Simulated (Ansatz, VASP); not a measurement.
## One calculation of Si, two programs

File INCAR:

```
ALGO = Normal
EDIFF = 1E-6
ENCUT = 500
GGA = PE
GGA_COMPAT = F
ISIF = 2
ISMEAR = 0
LASPH = T
LCHARG = T
LELF = T
LREAL = F
LVHAR = T
LWAVE = F
NBANDS = 11
NELM = 120
PREC = Accurate
SIGMA = 0.01
```

The input KPOINTS:

```
k-points
0
Gamma
  12 12 12
```

File POSCAR:

```
Si
1.0
    0.0000000000      2.6309764742      2.6309764742
    2.6309764742      0.0000000000      2.6309764742
    2.6309764742      2.6309764742      0.0000000000
Si
2
Direct
    0.0000000000      0.0000000000      0.0000000000
    0.2500000000      0.2500000000      0.2500000000
```

Input for Ansatz:

```yaml
crystal:
  lattice:
    - [0.0, 2.6309764742, 2.6309764742]
    - [2.6309764742, 0.0, 2.6309764742]
    - [2.6309764742, 2.6309764742, 0.0]
  atoms:
    - { symbol: Si, position: [0.0, 0.0, 0.0] }
    - { symbol: Si, position: [0.25, 0.25, 0.25] }
scf:
  occupations: { method: fixed }
output:
  forces: true
  stress: true
  eigenvalues: true
hamiltonian:
  xc: pbe
basis:
  ecutwfc: 500
kpoints:
  mp_grid: { grid: [12, 12, 12] }
```

Alike in both runs: task single point; functional PBE; k mesh 12 × 12 × 12; no spin polarisation.

|  | VASP | Ansatz |
| --- | --- | --- |
| version | VASP 6.6.1 | Ansatz 0.2.0 |
| potentials or method | VASP PAW PBE potentials, release 64 (Si), cutoff 500 eV | scalar-relativistic, plane waves, PAW |
| occupations | gaussian, width 0.01 eV | fixed |
| valence electrons in the cell | 8 | 8 |

Ansatz gave:

* gap on the k mesh at the Fermi level (eV): 0.38
* least direct gap on the mesh (eV): 2.59
* pressure (GPa): 13.2

Question: Estimate VASP's values.

Answer: gap on the k mesh at the Fermi level (eV): 0.39; least direct gap on the mesh (eV): 2.60; pressure (GPa): 13.1.
